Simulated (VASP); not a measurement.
# ZrTa3N4 (P-6m2) in VASP: notebook

ZrTa3N4 is run at these levels: PBE; tasks: single point.

Program: VASP 6.6.1. These are calculated values, not measurements. Logs are shortened: lines on timing, memory, paths and dates and some standing lists are left out, and cuts for length are marked.

## 1. The cell of the first run

Symmetry: P-6m2, No. 187, hexagonal system. Conventional cell: a = 2.987 Å, b = 2.987 Å, c = 11.653 Å, α = 90.00°, β = 90.00°, γ = 120.00°. Zr (site symmetry -6m2) has 6 N at 2.33 Å and 2 Ta at 2.93 Å and 6 Zr at 2.99 Å within 3.1 Å. Within 3.0 Å of Ta (site symmetry -6m2) lie 6 N at 2.24 Å and 8 Ta at 2.89 to 2.99 Å. Within 2.9 Å of Ta (site symmetry 3m) lie 6 N at 2.20 to 2.26 Å and 1 Ta at 2.89 Å. Within 3.0 Å of N (site symmetry 3m) lie 6 Ta at 2.24 to 2.26 Å and 8 N at 2.83 to 2.99 Å. Within 2.9 Å of N (site symmetry 3m) lie 3 Ta at 2.20 Å and 3 Zr at 2.33 Å and 1 N at 2.83 Å.

## 2. Single point, PBE

The input, INCAR:

```
PREC = Accurate ; ENCUT = 520
EDIFF = 1E-6 ; ISMEAR = 0
SIGMA = 0.15 ; LREAL = False
LASPH = True ; NELM = 80
ALGO = Normal ; ISIF = 2
LWAVE = False ; LCHARG = False
GGA = PE ; NBANDS = 42
```

The input, KPOINTS:

```
Automatic mesh
0
Gamma
  5 5 1
```

The input, POSCAR:

```
ZrTa3N4
1.0
    2.9871538659      0.0000000000      0.0000000000
   -1.4935769330      2.5869511329      0.0000000000
    0.0000000000      0.0000000000     11.6526037043
Zr Ta N
1 3 4
Direct
    0.0000000000      0.0000000000      0.0000000000
    0.0000000000      0.0000000000      0.5000000000
    0.0000000000      0.0000000000      0.7482380788
    0.0000000000      0.0000000000      0.2517619212
    0.3333333333      0.6666666667      0.6229012406
    0.3333333333      0.6666666667      0.3770987594
    0.3333333333      0.6666666667      0.8660725999
    0.3333333333      0.6666666667      0.1339274001
```

Potentials or basis: VASP PAW PBE potentials, release 64 (Zr_sv, Ta_pv, N).

Launch:

```bash
$ cat potpaw_PBE.64/Zr_sv/POTCAR potpaw_PBE.64/Ta_pv/POTCAR potpaw_PBE.64/N/POTCAR > POTCAR
$ mpirun -np 1 vasp_std > vasp.out
```

OUTCAR:

```text
PREC = Accurate
   ENCUT = 520
   EDIFF = 1E-6
   ISMEAR = 0
   LREAL = False
   LASPH = True
   NELM = 80
   ISIF = 2
   GGA = PE

 ion  position               nearest neighbor table
   1  0.000  0.000  0.000-   7 2.33   8 2.33   7 2.33   8 2.33   7 2.33   8 2.33   3 2.93   4 2.93

   2  0.000  0.000  0.500-   5 2.24   6 2.24   5 2.24   6 2.24   5 2.24   6 2.24   3 2.89   4 2.89

   3  0.000  0.000  0.748-   7 2.20   7 2.20   7 2.20   5 2.26   5 2.26   5 2.26   2 2.89   1 2.93

   4  0.000  0.000  0.252-   8 2.20   8 2.20   8 2.20   6 2.26   6 2.26   6 2.26   2 2.89   1 2.93

   5  0.333  0.667  0.623-   2 2.24   2 2.24   2 2.24   3 2.26   3 2.26   3 2.26
   6  0.333  0.667  0.377-   2 2.24   2 2.24   2 2.24   4 2.26   4 2.26   4 2.26
   7  0.333  0.667  0.866-   3 2.20   3 2.20   3 2.20   1 2.33   1 2.33   1 2.33
   8  0.333  0.667  0.134-   4 2.20   4 2.20   4 2.20   1 2.33   1 2.33   1 2.33

  LATTYP: Found a hexagonal cell.
 ALAT       =     2.9871538659
 C/A-ratio  =     3.9009050847

  Lattice vectors:

 A1 = (   2.9871538659,   0.0000000000,   0.0000000000)
 A2 = (  -1.4935769330,   2.5869511329,   0.0000000000)
 A3 = (   0.0000000000,   0.0000000000,  11.6526037043)

Analysis of symmetry for initial positions (statically):
=====================================================================
 Subroutine PRICEL returns:
 Original cell was already a primitive cell.

 Routine SETGRP: Setting up the symmetry group for a
 hexagonal supercell.

 Subroutine GETGRP returns: Found 12 space group operations
 (whereof 12 operations were pure point group operations)
 out of a pool of 24 trial point group operations.

The static configuration has the point symmetry D_3h.

Analysis of symmetry for dynamics (positions and initial velocities):
=====================================================================
 Subroutine PRICEL returns:
 Original cell was already a primitive cell.

 Routine SETGRP: Setting up the symmetry group for a
 hexagonal supercell.

 Subroutine GETGRP returns: Found 12 space group operations
 (whereof 12 operations were pure point group operations)
 out of a pool of 24 trial point group operations.

The dynamic configuration has the point symmetry D_3h.

 Subroutine INISYM returns: Found 12 space group operations
 (whereof 12 operations are pure point group operations),
[... 89 lines left out ...]
   LREAL  =      F    real-space projection
   EDIFFG = 0.1E-04   stopping-criterion for IOM
   NSW    =      0    number of steps for IOM
   IBRION =     -1    ionic relax: 0-MD 1-quasi-New 2-CG
   NFREE  =      0    steps in history (QN), initial steepest desc. (CG)
   ISIF   =      2    stress and relaxation
   ISYM   =      2    0-nonsym 1-usesym 2-fastsym
   POTIM  = 0.5000    time-step for ionic-motion
   TEBEG  =    0.0;   TEEND  =   0.0 temperature during run
   PSTRESS=    0.0 pullay stress
   NELECT =      65.0000    total number of electrons
   NUPDOWN=      -1.0000    fix difference up-down
   EMIN   =  10.00;   EMAX   =-10.00  energy-range for DOS
   EFERMI =   0.00;   METHOD = LEGACY
   ISMEAR =     0;   SIGMA  =   0.15  broadening in eV -4-tet -1-fermi 0-gaus
   EFERMI_NEDOS =   21; number of points for ismear=-14 and -15
   IALGO  =     38    algorithm
   IMIX   =      4    mixing-type and parameters
     AMIX     =   0.40;   BMIX     =  1.00
     AMIX_MAG =   1.60;   BMIX_MAG =  1.00
  volume/ion in A,a.u.               =      11.26        75.96
  Fermi-wavevector in a.u.,A,eV,Ry     =   1.468553  2.775163 29.342984  2.156649
  Thomas-Fermi vector in A             =   2.584037
   LORBIT       =      0    0 simple, 1 ext, 2 COOP (PROOUT), +10 PAW based schemes
   GGA     = PE    functional components
   LHFCALC =     F    Hartree Fock is set to
   AEXX    =    0.0000 exact exchange contribution
   IVDW    =     0    specifies the selected vdW correction
   LEPSILON=     F    determine dielectric tensor
   LRPA    =     F    only Hartree local field effects (RPA)
 non-spin polarized calculation
 Gauss-broadening in eV      SIGMA  =   0.15
  energy-cutoff  :      520.00
  volume of cell :       90.05
 maximum number of plane-waves:      2491
 NGX is ok and might be reduce to    24

 number of electron      65.0000000 magnetization

 Free energy of the ion-electron system (eV)
  ---------------------------------------------------
  ext. energy  EPLUGINS =         0.00000000
  ---------------------------------------------------
  free energy    TOTEN  =       -86.76995579 eV

  energy without entropy =      -86.74431420  energy(sigma->0) =      -86.75713499

 E-fermi :   8.5144     XC(G=0): -13.0354

 val. band max:        8.3384085369   @ k =   0.2000   0.2000   0.0000
 cond. band min:       8.5233897572   @ k =   0.4000   0.0000   0.0000
 fundamental gap:      0.1849812204
 Fermi energy:         8.5144159776

 k-point     1 :       0.0000    0.0000    0.0000
  band No.  band energies     occupation
      1     -40.0017      2.00000
      2     -26.7195      2.00000
      3     -26.3303      2.00000
      4     -26.0920      2.00000
      5     -25.8372      2.00000
      6     -25.8372      2.00000
[... 214 lines left out ...]
     41      13.1486      0.00000
     42      13.9553      0.00000

------------------------ aborting loop because EDIFF is reached ----------------------------------------

  FORCE on cell =-STRESS in cart. coord.  units (eV):
  Direction    XX          YY          ZZ          XY          YZ          ZX
  --------------------------------------------------------------------------------------
  -------------------------------------------------------------------------------------
  Total        0.1971002      0.1971002      0.2141450     -0.0000000     -0.0000000     -0.0000000
  in kB        3.5069442      3.5069442      3.8102163     -0.0000000     -0.0000000     -0.0000000
  external PRESSURE =       3.6080349 kB  Pullay stress =       0.0000000 kB

 VOLUME and BASIS-vectors are now :
 -----------------------------------------------------------------------------
  energy-cutoff  :      520.00
  volume of cell :       90.05
      direct lattice vectors                 reciprocal lattice vectors
     2.987153866  0.000000000  0.000000000     0.334766820  0.193277714  0.000000000
    -1.493576933  2.586951133  0.000000000     0.000000000  0.386555427  0.000000000
     0.000000000  0.000000000 11.652603704     0.000000000  0.000000000  0.085817730

 POSITION                                       TOTAL-FORCE (eV/Angst)
 -----------------------------------------------------------------------------------
      0.00000      0.00000      0.00000        -0.000000     -0.000000      0.000000
      0.00000      0.00000      5.82630        -0.000000      0.000000      0.000000
      0.00000      0.00000      8.71892        -0.000000      0.000000     -0.000980
      0.00000      0.00000      2.93368        -0.000000      0.000000      0.000980
     -0.00000      1.72463      7.25842         0.000000     -0.000000     -0.008727
     -0.00000      1.72463      4.39418         0.000000      0.000000      0.008727
     -0.00000      1.72463     10.09200         0.000000     -0.000000      0.031069
     -0.00000      1.72463      1.56060         0.000000     -0.000000     -0.031069
 -----------------------------------------------------------------------------------
    total drift:                                0.000000     -0.000000     -0.000000

  FREE ENERGIE OF THE ION-ELECTRON SYSTEM (eV)
  ---------------------------------------------------
  free  energy   TOTEN  =       -86.7699557885 eV

  energy  without entropy=      -86.7443141956  energy(sigma->0) =      -86.75713499
```

stdout:

```text
POSCAR found type information on POSCAR ZrTaN
 POSCAR found :  3 types and       8 ions
 scaLAPACK will be used
 LDA part: xc-table for (Slater+PW92), standard interpolation
 POSCAR, INCAR and KPOINTS ok, starting setup
 FFT: planning ... GRIDC
 FFT: planning ... GRID_SOFT
 FFT: planning ... GRID
 WAVECAR not read
 entering main loop
```

Run time: 41 s. Hardware: 1 thread of Intel Xeon Platinum 8259CL at 2.50GHz (Skylake/Cascade Lake), shared host; peak memory 0.22 GiB.

Results:

```
Free energy   : -86.7700 eV
Pressure      : 0.4 GPa
Largest force : 0.031 eV/Å
```

Forces in eV/Å, atoms in the order of the input:
```
Zr   0.000  0.000  0.000
Ta   0.000  0.000  0.000
Ta   0.000  0.000 -0.001
Ta   0.000  0.000  0.001
N    0.000  0.000 -0.009
N    0.000  0.000  0.009
N    0.000  0.000  0.031
N    0.000  0.000 -0.031
```

Caveat: the k points lie up to 0.54 Å⁻¹ apart; spin-orbit coupling is left out, which moves the levels of the heavy elements.

## 3. Single point, PBE

This run uses another cell than the first one, of the same volume but with other edges.

The input, INCAR:

```
ALGO = Normal ; EDIFF = 1E-6
ENCUT = 520 ; GGA = PE
ISIF = 2 ; ISMEAR = 0
LASPH = T ; LCHARG = F
LREAL = F ; LWAVE = F
NBANDS = 42 ; NELM = 60
PREC = Accurate ; SIGMA = 0.15
```

The input, KPOINTS:

```
k-points
0
Gamma
  3 3 4
```

The input, POSCAR:

```
ZrTa3N4
1.0
    5.9806227897      0.0000000000      0.0000000000
   -2.9903113949      5.1793712664      0.0000000000
    0.0000000000      0.0000000000      2.9120576526
Zr Ta N
1 3 4
Direct
    0.0000000000      0.0000000000      0.0000000000
    0.4985119133     -0.0029761733      0.0000000000
    0.0029761733      0.5014880867      0.0000000000
    0.4985119133      0.5014880867      0.0000000000
    0.1727112906      0.8272887094      0.5000000000
    0.6545774188      0.8272887094      0.5000000000
    0.6666666667      0.3333333333      0.5000000000
    0.1727112906      0.3454225812      0.5000000000
```

Potentials or basis: VASP PAW PBE potentials, release 64 (Zr_sv, Ta_pv, N).

Launch:

```bash
$ cat potpaw_PBE.64/Zr_sv/POTCAR potpaw_PBE.64/Ta_pv/POTCAR potpaw_PBE.64/N/POTCAR > POTCAR
$ mpirun -np 1 vasp_std > vasp.out
```

It took 50 s on 1 thread of Intel Xeon Platinum 8259CL at 2.50GHz (Skylake/Cascade Lake), shared host; peak memory 0.23 GiB.

It converged, with:

```
Free energy   : -86.6728 eV
Pressure      : 0.2 GPa
Largest force : 0.043 eV/Å
```

Forces in eV/Å, atoms in the order of the input:
```
Zr   0.000  0.000  0.000
Ta   0.000  0.043  0.000
Ta  -0.037 -0.022  0.000
Ta   0.037 -0.022  0.000
N   -0.032  0.019  0.000
N    0.032  0.019  0.000
N    0.000  0.000  0.000
N    0.000 -0.037  0.000
```

Levels at points of the mesh, in eV from the Fermi level:
| k point | band 30 | band 31 | band 32 | band 33 | band 34 | band 35 |
| --- | --- | --- | --- | --- | --- | --- |
| (0.00, 0.00, 0.00) | -2.27 | -2.27 | -2.13 | -2.13 | 2.74 | 3.32 |
| (0.00, 0.00, 0.50) | 0.03 | 0.50 | 0.50 | 0.69 | 0.69 | 3.02 |

Caveat: the k points lie up to 0.54 Å⁻¹ apart; spin-orbit coupling is left out, which moves the levels of the heavy elements.
